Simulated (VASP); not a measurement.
# TaN (F-43m) in VASP: further runs, part 2 of 2

VASP 6.6.1. The steps go on from the part before.

## (3) Single point, PBE

This run uses another cell than the first one, of 15.77 Å³/atom, 1.020 times its volume.

INCAR reads:

```
SYSTEM = TaN
PREC     = Accurate       ! precision mode
ENCUT    = 520            ! plane-wave cutoff, eV
EDIFF    = 1E-7           ! SCF threshold, eV
ISMEAR   = -1             ! smearing method
SIGMA    = 0.05           ! smearing width, eV
LREAL    = .FALSE.        ! projectors in reciprocal space
LASPH    = .TRUE.         ! aspherical terms in the spheres
NELM     = 60             ! most SCF steps
ALGO     = Normal         ! electronic algorithm
ISIF     = 2              ! what is computed and relaxed
LWAVE    = .FALSE.        ! write WAVECAR
LCHARG   = .FALSE.        ! write CHGCAR
GGA      = PE             ! functional
NBANDS   = 15             ! bands
```

KPOINTS reads:

```
regular mesh
0
G
  9 9 9
  0 0 0
```

POSCAR reads:

```
TaN
1.0
    0.0000000000      2.5076418917      2.5076418917
    2.5076418917      0.0000000000      2.5076418917
    2.5076418917      2.5076418917      0.0000000000
Ta N
1 1
Direct
    0.0000000000      0.0000000000      0.0000000000
    0.2500000000      0.2500000000      0.2500000000
```

Potentials or basis: VASP PAW PBE potentials, release 64 (Ta_pv, N).

On the command line:

```bash
$ cat potpaw_PBE.64/Ta_pv/POTCAR potpaw_PBE.64/N/POTCAR > POTCAR
$ mpirun -np 1 vasp_std > vasp.out
```

OUTCAR:

```text
SYSTEM = TaN
   PREC = Accurate
   ENCUT = 520
   EDIFF = 1E-7
   ISMEAR = -1
   LREAL = .FALSE.
   LASPH = .TRUE.
   NELM = 60
   ISIF = 2
   GGA = PE

 ion  position               nearest neighbor table
   1  0.000  0.000  0.000-   2 2.17   2 2.17   2 2.17   2 2.17
   2  0.250  0.250  0.250-   1 2.17   1 2.17   1 2.17   1 2.17

  LATTYP: Found a face centered cubic cell.
 ALAT       =     5.0152837834

  Lattice vectors:

 A1 = (   0.0000000000,   2.5076418917,   2.5076418917)
 A2 = (   2.5076418917,   0.0000000000,   2.5076418917)
 A3 = (   2.5076418917,   2.5076418917,   0.0000000000)

Analysis of symmetry for initial positions (statically):
=====================================================================
 Subroutine PRICEL returns:
 Original cell was already a primitive cell.

 Routine SETGRP: Setting up the symmetry group for a
 face centered cubic supercell.

 Subroutine GETGRP returns: Found 24 space group operations
 (whereof 24 operations were pure point group operations)
 out of a pool of 48 trial point group operations.

The static configuration has the point symmetry T_d .

Analysis of symmetry for dynamics (positions and initial velocities):
=====================================================================
 Subroutine PRICEL returns:
 Original cell was already a primitive cell.

 Routine SETGRP: Setting up the symmetry group for a
 face centered cubic supercell.

 Subroutine GETGRP returns: Found 24 space group operations
 (whereof 24 operations were pure point group operations)
 out of a pool of 48 trial point group operations.

The dynamic configuration has the point symmetry T_d .

 Subroutine INISYM returns: Found 24 space group operations
 (whereof 24 operations are pure point group operations),
 and found     1 'primitive' translations

----------------------------------------------------------------------------------------

                                     Primitive cell

  volume of cell :      31.5374

  direct lattice vectors                    reciprocal lattice vectors
     0.000000000  2.507641892  2.507641892    -0.199390512  0.199390512  0.199390512
     2.507641892  0.000000000  2.507641892     0.199390512 -0.199390512  0.199390512
     2.507641892  2.507641892  0.000000000     0.199390512  0.199390512 -0.199390512

  length of vectors
     3.546341173  3.546341173  3.546341173     0.345354497  0.345354497  0.345354497

  position of ions in fractional coordinates (direct lattice)
     0.000000000  0.000000000  0.000000000
     0.250000000  0.250000000  0.250000000

  ion indices of the primitive-cell ions
   primitive index   ion index
                 1           1
                 2           2

----------------------------------------------------------------------------------------

 KPOINTS: regular mesh

Automatic generation of k-mesh.
 Grid dimensions read from file:
 generate k-points for:    9    9    9

 Generating k-lattice:

  Cartesian coordinates                     Fractional coordinates (reciprocal lattice)
    -0.022154501  0.022154501  0.022154501     0.111111111  0.000000000  0.000000000
     0.022154501 -0.022154501  0.022154501     0.000000000  0.111111111  0.000000000
     0.022154501  0.022154501 -0.022154501     0.000000000  0.000000000  0.111111111

  Length of vectors
     0.038372722  0.038372722  0.038372722

  Shift w.r.t. Gamma in fractional coordinates (k-lattice)
     0.000000000  0.000000000  0.000000000

 Subroutine IBZKPT returns following result:
 ===========================================

 Found     35 irreducible k-points:

 Following reciprocal coordinates:
            Coordinates               Weight
  0.000000  0.000000  0.000000      1.000000
  0.111111  0.000000  0.000000      8.000000
  0.222222  0.000000  0.000000      8.000000
  0.333333  0.000000  0.000000      8.000000
  0.444444  0.000000  0.000000      8.000000
  0.111111  0.111111  0.000000      6.000000
[... 16 lines left out ...]
 -0.333333  0.333333  0.000000     12.000000
  0.444444  0.444444  0.000000      6.000000
 [... further k-points ...]
   k-points           NKPTS =     35   k-points in BZ     NKDIM =     35   number of bands    NBANDS=     15
   number of dos      NEDOS =    301   number of ions     NIONS =      2
   total plane-waves  NPLWV =  21952
   dimension x,y,z NGX =    28 NGY =   28 NGZ =   28
   dimension x,y,z NGXF=    56 NGYF=   56 NGZF=   56
   ions per type =               1   1
   NGX,Y,Z   is equivalent  to a cutoff of  13.13, 13.13, 13.13 a.u.
   NGXF,Y,Z  is equivalent  to a cutoff of  26.25, 26.25, 26.25 a.u.
 SYSTEM =  TaN
   PREC   = accura    normal or accurate (medium, high low for compatibility)
   ISTART =      0    job   : 0-new  1-cont  2-samecut
   ICHARG =      2    charge: 1-file 2-atom 10-const
   ISPIN  =      1    spin polarized calculation?
   LNONCOLLINEAR =      F non collinear calculations
   LSORBIT =      F    spin-orbit coupling
   LASPH  =      T    aspherical Exc in radial PAW
   ENCUT  =  520.0 eV  38.22 Ry    6.18 a.u.   6.59  6.59  6.59*2*pi/ulx,y,z
   NELM   =     60;   NELMIN=  2; NELMDL= -5     # of ELM steps
   EDIFF  = 0.1E-06   stopping-criterion for ELM
   LREAL  =      F    real-space projection
   EDIFFG = 0.1E-05   stopping-criterion for IOM
   NSW    =      0    number of steps for IOM
   IBRION =     -1    ionic relax: 0-MD 1-quasi-New 2-CG
   NFREE  =      0    steps in history (QN), initial steepest desc. (CG)
   ISIF   =      2    stress and relaxation
   ISYM   =      2    0-nonsym 1-usesym 2-fastsym
   POTIM  = 0.5000    time-step for ionic-motion
   TEBEG  =    0.0;   TEEND  =   0.0 temperature during run
   PSTRESS=    0.0 pullay stress
   NELECT =      16.0000    total number of electrons
   NUPDOWN=      -1.0000    fix difference up-down
   EMIN   =  10.00;   EMAX   =-10.00  energy-range for DOS
   EFERMI =   0.00;   METHOD = LEGACY
   ISMEAR =    -1;   SIGMA  =   0.05  broadening in eV -4-tet -1-fermi 0-gaus
   EFERMI_NEDOS =   21; number of points for ismear=-14 and -15
   IALGO  =     38    algorithm
   IMIX   =      4    mixing-type and parameters
     AMIX     =   0.40;   BMIX     =  1.00
     AMIX_MAG =   1.60;   BMIX_MAG =  1.00
  volume/ion in A,a.u.               =      15.77       106.41
  Fermi-wavevector in a.u.,A,eV,Ry     =   1.305688  2.467392 23.195489  1.704820
  Thomas-Fermi vector in A             =   2.436540
   LORBIT       =      0    0 simple, 1 ext, 2 COOP (PROOUT), +10 PAW based schemes
   GGA     = PE    functional components
[... 5 lines left out ...]
 non-spin polarized calculation
  energy-cutoff  :      520.00
  volume of cell :       31.54
 maximum number of plane-waves:       869
   NGX = 13   NGY = 13   NGZ = 13

 number of electron      15.9999998 magnetization

 Free energy of the ion-electron system (eV)
  ---------------------------------------------------
  ext. energy  EPLUGINS =         0.00000000
  ---------------------------------------------------
  free energy    TOTEN  =       -21.06723822 eV

  energy without entropy =      -21.05332788  energy(sigma->0) =      -21.06028305

 E-fermi :   5.3507     XC(G=0): -11.1430

 val. band max:        5.3237963859   @ k =  -0.2222   0.3333   0.1111
 cond. band min:       5.3971674403   @ k =  -0.3333   0.2222   0.0000
 fundamental gap:      0.0733710544
 Fermi energy:         5.3506502157

 k-point     1 :       0.0000    0.0000    0.0000
  band No.  band energies     occupation
      1     -30.5852      2.00000
      2     -30.5852      2.00000
      3     -30.5852      2.00000
      4     -11.0858      2.00000
      5      -0.5874      2.00000
      6      -0.5874      2.00000
      7      -0.5874      2.00000
      8       4.0311      2.00000
      9       5.7297      0.00102
     10       5.7297      0.00102
     11      10.1406      0.00000
     12      10.1406      0.00000
     13      10.1406      0.00000
     14      17.2363      0.00000
     15      17.2363      0.00000
[... 397 lines left out ...]
 k-point    24 :       0.4444    0.4444    0.0000
  band No.  band energies     occupation
      1     -30.7939      2.00000
      2     -30.6599      2.00000
      3     -30.6599      2.00000
      4      -9.9593      2.00000
      5      -1.8519      2.00000
      6       0.9711      2.00000
      7       0.9711      2.00000
      8       3.3425      2.00000
      9       6.2811      0.00000
     10       6.9959      0.00000
     11       7.9348      0.00000
     12       7.9348      0.00000
     13      12.2628      0.00000
     14      14.7870      0.00000
     15      16.9997      0.00000

 [... further k-points ...]
[... 5 lines left out ...]
  --------------------------------------------------------------------------------------
  -------------------------------------------------------------------------------------
  Total       -5.4583014     -5.4583014     -5.4583014      0.0000000      0.0000000      0.0000000
  in kB     -277.2946887   -277.2946887   -277.2946887      0.0000000      0.0000000      0.0000000
  external PRESSURE =    -277.2946887 kB  Pullay stress =       0.0000000 kB

 VOLUME and BASIS-vectors are now :
 -----------------------------------------------------------------------------
  energy-cutoff  :      520.00
  volume of cell :       31.54
      direct lattice vectors                 reciprocal lattice vectors
     0.000000000  2.507641892  2.507641892    -0.199390512  0.199390512  0.199390512
     2.507641892  0.000000000  2.507641892     0.199390512 -0.199390512  0.199390512
     2.507641892  2.507641892  0.000000000     0.199390512  0.199390512 -0.199390512

 POSITION                                       TOTAL-FORCE (eV/Angst)
 -----------------------------------------------------------------------------------
      0.00000      0.00000      0.00000         0.000000      0.000000      0.000000
      1.25382      1.25382      1.25382        -0.000000     -0.000000     -0.000000
 -----------------------------------------------------------------------------------
    total drift:                               -0.000000     -0.000000     -0.000000

  FREE ENERGIE OF THE ION-ELECTRON SYSTEM (eV)
  ---------------------------------------------------
  free  energy   TOTEN  =       -21.0672382238 eV

  energy  without entropy=      -21.0533278773  energy(sigma->0) =      -21.06028305
```

It took 19 s on 1 thread of AMD EPYC 7R43 (Zen 3), shared host; peak memory 0.13 GiB.

Results:

* Free energy: -21.0672 eV
* Pressure: -27.7 GPa
* Band gap on the k mesh: zero (band 8 reaches 5.77 eV, above the bottom of band 9 at 5.29 eV)

Caveat: spin-orbit coupling is left out, which moves the levels of the heavy elements.
